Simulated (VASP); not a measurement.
# RbBr (Fm-3m) in VASP: notebook

The runs below take RbBr through single point, with r2SCAN.

Everything below comes from runs of VASP 6.6.1. Logs are shortened: lines on timing, memory, paths and dates and some standing lists are left out, and cuts for length are marked.

### Step 1. The cell of the first run

Symmetry: Fm-3m, No. 225, cubic system. Conventional cell: a = 6.855 Å, b = 6.855 Å, c = 6.855 Å, α = 90.00°, β = 90.00°, γ = 90.00°. Rb (site symmetry m-3m) has 6 Br at 3.43 Å within 4.5 Å. Within 4.5 Å of Br (site symmetry m-3m) lie 6 Rb at 3.43 Å.

### Step 2. Single point, r2SCAN

POSCAR reads:

```
RbBr
1.0
    0.0000000000      3.4275000000      3.4275000000
    3.4275000000      0.0000000000      3.4275000000
    3.4275000000      3.4275000000      0.0000000000
Rb Br
1 1
Direct
    0.0000000000      0.0000000000      0.0000000000
    0.5000000000      0.5000000000      0.5000000000
```

INCAR.step1 reads:

```
SYSTEM = RbBr
  PREC = Accurate
  ENCUT = 520
  ISMEAR = 0
  SIGMA = 0.05
  LREAL = .FALSE.
  LASPH = .TRUE.
  NELM = 100
  NBANDS = 15
  GGA = PE
  ALGO = Normal
  EDIFF = 1E-4
  LWAVE = .TRUE.
  LCHARG = .FALSE.
```

INCAR.step2 reads:

```
SYSTEM = RbBr
  PREC = Accurate
  ENCUT = 520
  EDIFF = 1E-7
  ISMEAR = 0
  SIGMA = 0.05
  LREAL = .FALSE.
  LASPH = .TRUE.
  NELM = 100
  ALGO = Normal
  ISIF = 2
  LWAVE = .FALSE.
  LCHARG = .FALSE.
  METAGGA = R2SCAN
  LMIXTAU = .TRUE.
  NBANDS = 15
  ISTART = 1
```

KPOINTS reads:

```
regular mesh
0
G
  6 6 6
  0 0 0
```

Potentials or basis: VASP PAW PBE potentials, release 64 (Rb_sv, Br).

Launch:

```
$ cat potpaw_PBE.64/Rb_sv/POTCAR potpaw_PBE.64/Br/POTCAR > POTCAR
$ cp INCAR.step1 INCAR
$ mpirun -np 1 vasp_std > vasp.out
$ cp INCAR.step2 INCAR
$ mpirun -np 1 vasp_std > vasp.out
```

OUTCAR:

```text
SYSTEM = RbBr
   PREC = Accurate
   ENCUT = 520
   EDIFF = 1E-7
   ISMEAR = 0
   LREAL = .FALSE.
   LASPH = .TRUE.
   NELM = 100
   ISIF = 2
   METAGGA = R2SCAN
   ISTART = 1

 ion  position               nearest neighbor table
   1  0.000  0.000  0.000-   2 3.43   2 3.43   2 3.43   2 3.43   2 3.43   2 3.43
   2  0.500  0.500  0.500-   1 3.43   1 3.43   1 3.43   1 3.43   1 3.43   1 3.43

  LATTYP: Found a face centered cubic cell.
 ALAT       =     6.8550000000

  Lattice vectors:

 A1 = (   0.0000000000,   3.4275000000,   3.4275000000)
 A2 = (   3.4275000000,   0.0000000000,   3.4275000000)
 A3 = (   3.4275000000,   3.4275000000,   0.0000000000)

Analysis of symmetry for initial positions (statically):
=====================================================================
 Subroutine PRICEL returns:
 Original cell was already a primitive cell.

 Routine SETGRP: Setting up the symmetry group for a
 face centered cubic supercell.

 Subroutine GETGRP returns: Found 48 space group operations
 (whereof 48 operations were pure point group operations)
 out of a pool of 48 trial point group operations.

The static configuration has the point symmetry O_h .

Analysis of symmetry for dynamics (positions and initial velocities):
=====================================================================
 Subroutine PRICEL returns:
 Original cell was already a primitive cell.

 Routine SETGRP: Setting up the symmetry group for a
 face centered cubic supercell.

 Subroutine GETGRP returns: Found 48 space group operations
 (whereof 48 operations were pure point group operations)
 out of a pool of 48 trial point group operations.

The dynamic configuration has the point symmetry O_h .

 Subroutine INISYM returns: Found 48 space group operations
 (whereof 48 operations are pure point group operations),
 and found     1 'primitive' translations

----------------------------------------------------------------------------------------

                                     Primitive cell

  volume of cell :      80.5309

  direct lattice vectors                    reciprocal lattice vectors
     0.000000000  3.427500000  3.427500000    -0.145878920  0.145878920  0.145878920
     3.427500000  0.000000000  3.427500000     0.145878920 -0.145878920  0.145878920
     3.427500000  3.427500000  0.000000000     0.145878920  0.145878920 -0.145878920

  length of vectors
     4.847216985  4.847216985  4.847216985     0.252669702  0.252669702  0.252669702

  position of ions in fractional coordinates (direct lattice)
     0.000000000  0.000000000  0.000000000
[... 79 lines left out ...]
   PSTRESS=    0.0 pullay stress
   NELECT =      16.0000    total number of electrons
   NUPDOWN=      -1.0000    fix difference up-down
   EMIN   =  10.00;   EMAX   =-10.00  energy-range for DOS
   EFERMI =   0.00;   METHOD = LEGACY
   ISMEAR =     0;   SIGMA  =   0.05  broadening in eV -4-tet -1-fermi 0-gaus
   EFERMI_NEDOS =   21; number of points for ismear=-14 and -15
   IALGO  =     38    algorithm
   IMIX   =      4    mixing-type and parameters
     AMIX     =   0.40;   BMIX     =  1.00
     AMIX_MAG =   1.60;   BMIX_MAG =  1.00
  volume/ion in A,a.u.               =      40.27       271.72
  Fermi-wavevector in a.u.,A,eV,Ry     =   0.955273  1.805204 12.415941  0.912546
  Thomas-Fermi vector in A             =   2.084095
   LORBIT       =      0    0 simple, 1 ext, 2 COOP (PROOUT), +10 PAW based schemes
   METAGGA = R2SCAN    functional components
   LHFCALC =     F    Hartree Fock is set to
   AEXX    =    0.0000 exact exchange contribution
   IVDW    =     0    specifies the selected vdW correction
   LEPSILON=     F    determine dielectric tensor
   LRPA    =     F    only Hartree local field effects (RPA)
 non-spin polarized calculation
 Gauss-broadening in eV      SIGMA  =   0.05
  energy-cutoff  :      520.00
  volume of cell :       80.53
 maximum number of plane-waves:      2200
   NGX = 17   NGY = 17   NGZ = 17

 number of electron      15.9999999 magnetization

 Free energy of the ion-electron system (eV)
  ---------------------------------------------------
  ext. energy  EPLUGINS =         0.00000000
  ---------------------------------------------------
  free energy    TOTEN  =       -31.15177016 eV

  energy without entropy =      -31.15177016  energy(sigma->0) =      -31.15177016

 E-fermi :  -1.9466     XC(G=0):  -7.6298

 val. band max:       -2.1604241817   @ k =   0.0000   0.0000   0.0000
 cond. band min:       2.8080351579   @ k =   0.0000   0.0000   0.0000
 fundamental gap:      4.9684593396
 Fermi energy:        -1.9466015551

 k-point     1 :       0.0000    0.0000    0.0000
  band No.  band energies     occupation
      1     -27.3159      2.00000
      2     -14.7733      2.00000
      3     -10.8453      2.00000
      4     -10.8453      2.00000
      5     -10.8453      2.00000
      6      -2.1604      2.00000
      7      -2.1604      2.00000
      8      -2.1604      2.00000
      9       2.8080      0.00000
     10       5.7203      0.00000
     11       5.7203      0.00000
     12       5.7203      0.00000
     13       6.7898      0.00000
     14       6.7898      0.00000
[... 257 lines left out ...]
      2     -14.7392      2.00000
      3     -10.9989      2.00000
      4     -10.9441      2.00000
      5     -10.8473      2.00000
      6      -2.5827      2.00000
      7      -2.5638      2.00000
      8      -2.4257      2.00000
      9       4.6208      0.00000
     10       6.3380      0.00000
     11       6.5454      0.00000
     12       7.6474      0.00000
     13       8.6952      0.00000
     14       9.4809      0.00000
     15       9.9336      0.00000

------------------------ aborting loop because EDIFF is reached ----------------------------------------

  FORCE on cell =-STRESS in cart. coord.  units (eV):
  Direction    XX          YY          ZZ          XY          YZ          ZX
  --------------------------------------------------------------------------------------
  -------------------------------------------------------------------------------------
  Total        0.2440002      0.2440002      0.2440002     -0.0000000      0.0000000      0.0000000
  in kB        4.8544316      4.8544316      4.8544316     -0.0000000      0.0000000      0.0000000
  external PRESSURE =       4.8544316 kB  Pullay stress =       0.0000000 kB

 VOLUME and BASIS-vectors are now :
 -----------------------------------------------------------------------------
  energy-cutoff  :      520.00
  volume of cell :       80.53
      direct lattice vectors                 reciprocal lattice vectors
     0.000000000  3.427500000  3.427500000    -0.145878920  0.145878920  0.145878920
     3.427500000  0.000000000  3.427500000     0.145878920 -0.145878920  0.145878920
     3.427500000  3.427500000  0.000000000     0.145878920  0.145878920 -0.145878920

 POSITION                                       TOTAL-FORCE (eV/Angst)
 -----------------------------------------------------------------------------------
      0.00000      0.00000      0.00000        -0.000000      0.000000     -0.000000
      3.42750      3.42750      3.42750         0.000000      0.000000      0.000000
 -----------------------------------------------------------------------------------
    total drift:                                0.000000      0.000000      0.000000

  FREE ENERGIE OF THE ION-ELECTRON SYSTEM (eV)
  ---------------------------------------------------
  free  energy   TOTEN  =       -31.1517701553 eV

  energy  without entropy=      -31.1517701553  energy(sigma->0) =      -31.15177016
```

OUTCAR.step1:

```text
SYSTEM = RbBr
   PREC = Accurate
   ENCUT = 520
   ISMEAR = 0
   LREAL = .FALSE.
   LASPH = .TRUE.
[... 498 lines left out ...]
      0.00000      0.00000      0.00000        -0.000000     -0.000000     -0.000000
      3.42750      3.42750      3.42750         0.000000      0.000000      0.000000
 -----------------------------------------------------------------------------------
    total drift:                                0.000000      0.000000      0.000000

  FREE ENERGIE OF THE ION-ELECTRON SYSTEM (eV)
  ---------------------------------------------------
  free  energy   TOTEN  =        -6.0975578869 eV

  energy  without entropy=       -6.0975578869  energy(sigma->0) =       -6.09755789
```

It took 2.5 min on 1 thread of Intel Xeon 8259CL, shared host; peak memory 0.22 GiB.

What came out:

```
Free energy            : -31.1518 eV
Pressure               : 0.5 GPa
Band gap on the k mesh : 4.97 eV
```

Levels at points of the mesh, in eV from the valence-band top:
| k point | band 4 | band 5 | band 6 | band 7 | band 8 | band 9 | band 10 | band 11 | band 12 | band 13 |
| --- | --- | --- | --- | --- | --- | --- | --- | --- | --- | --- |
| (0.00, 0.00, 0.00) | -8.68 | -8.68 | 0.00 | 0.00 | 0.00 | 4.97 | 7.88 | 7.88 | 7.88 | 8.95 |
| (0.50, 0.00, 0.00) | -8.69 | -8.63 | -0.97 | -0.35 | -0.35 | 7.29 | 8.28 | 10.22 | 10.22 | 10.86 |
| (0.50, 0.50, 0.00) | -8.76 | -8.76 | -0.48 | -0.16 | -0.16 | 6.06 | 7.95 | 9.72 | 10.05 | 10.35 |

Caveat: the PAW data sets were made with another functional, which shifts forces and pressure a little.

### Step 3. Single point, r2SCAN

POSCAR is that of step 2.

INCAR.step1 reads:

```
  PREC = Accurate
  ENCUT = 520
  ISMEAR = 0
  SIGMA = 0.05
  LREAL = F
  LASPH = T
  NELM = 100
  NBANDS = 15
  GGA = PE
  ALGO = Normal
  EDIFF = 1E-4
  LWAVE = T
  LCHARG = F
```

INCAR.step2 reads:

```
  PREC = Accurate
  ENCUT = 520
  EDIFF = 1E-6
  ISMEAR = 0
  SIGMA = 0.05
  LREAL = F
  LASPH = T
  NELM = 100
  ALGO = Normal
  ISIF = 2
  LWAVE = F
  LCHARG = F
  METAGGA = R2SCAN
  LMIXTAU = T
  NBANDS = 15
  ISTART = 1
```

KPOINTS reads:

```
Automatic mesh
0
Gamma
  6 6 6
```

Potentials or basis: VASP PAW PBE potentials, release 64 (Rb_sv, Br).

Launch:

```
$ cat potpaw_PBE.64/Rb_sv/POTCAR potpaw_PBE.64/Br/POTCAR > POTCAR
$ cp INCAR.step1 INCAR
$ mpirun -np 1 vasp_std > vasp.out
$ cp INCAR.step2 INCAR
$ mpirun -np 1 vasp_std > vasp.out
```

It took 2.2 min on 1 thread of Intel Xeon 8259CL, shared host; peak memory 0.22 GiB.

It converged, with:

```
Free energy            : -31.1518 eV
Pressure               : 0.5 GPa
Band gap on the k mesh : 4.97 eV
```

Levels at points of the mesh, in eV from the valence-band top:
```
           k point  band 5  band 6  band 7  band 8  band 9  band 10  band 11  band 12
(0.00, 0.00, 0.00)   -8.68    0.00    0.00    0.00    4.97     7.88     7.88     7.88
(0.50, 0.00, 0.00)   -8.63   -0.97   -0.35   -0.35    7.29     8.28    10.22    10.22
(0.50, 0.50, 0.00)   -8.76   -0.48   -0.16   -0.16    6.06     7.95     9.72    10.05
```

Caveat: the PAW data sets were made with another functional, which shifts forces and pressure a little. r2SCAN opens gaps a little over a GGA but as a rule still falls short of measured ones.
